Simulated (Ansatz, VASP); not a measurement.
# NiO: VASP beside Ansatz

```
Ni O
1.0
     0.00000    2.10842   -2.10842
     0.00000    2.10842    2.10842
     4.21684    0.00000    0.00000
Ni O
2 2
Direct
  0.00000 0.00000 0.00000
  0.50000 0.50000 0.50000
  0.00000 0.00000 0.50000
  0.50000 0.50000 0.00000
```

Alike in both runs: task single point; functional PBE; k mesh 12 × 12 × 8; occupations gaussian, width 0.05 eV; collinear spin.

|  | VASP | Ansatz |
| --- | --- | --- |
| version | VASP 6.6.1 | Ansatz 0.2.0 |
| potentials or method | VASP PAW PBE potentials, release 64 (Ni, O), cutoff 520 eV | scalar-relativistic, plane waves, PAW |
| valence electrons in the cell | 32 | 48 |

```tsv
	VASP	Ansatz	Ansatz less VASP
gap on the k mesh at the Fermi level (eV)	none	none	-
pressure (GPa)	-0.5	0.1	+0.57
net moment per atom (μB)	0.89	0.91	+0.021
size of the moment on the site where the two differ most (μB)	0.27	0.30	+0.026
```

Site moments also hang on the region over which each program counts them. A gap of «none» marks a metal or a gap that the smearing closes. The functional is the same, so the differences come from potentials, cutoffs and numerics. VASP's potentials hold 32 valence electrons a cell and Ansatz's 48, so a difference there can come from the potentials and not from the codes.
